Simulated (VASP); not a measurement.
Mg:

```
Mg
1.0
     3.17926    0.00000    0.00000
    -1.58963    2.75332    0.00000
     0.00000    0.00000    5.15689
Mg
2
Direct
  0.33333 0.66667 0.25000
  0.66667 0.33333 0.75000
```

Base run:

```yaml
Program: VASP 6.6.1
Functional: r2SCAN
Potentials_or_basis: VASP PAW PBE potentials, release 64 (Mg)
Cutoff: 520 eV
k_mesh: 19 × 19 × 10
Occupations: fermi-dirac, width 0.1 eV
Spin: no spin polarisation
```

Its results: band gap on the k mesh zero (bands 2 and 3 overlap by 2.16 eV); pressure -0.2 GPa.

**Question.** The run is repeated on the same cell with these changes: k mesh from 19 × 19 × 10 to 3 × 3 × 2. What comes out?

**Answer.** Band gap on the k mesh zero (bands 2 and 3 overlap by 1.46 eV); pressure 0.7 GPa.

Caveats: some runs use coarse meshes; the PAW data sets were made with another functional, which shifts forces and pressure a little.
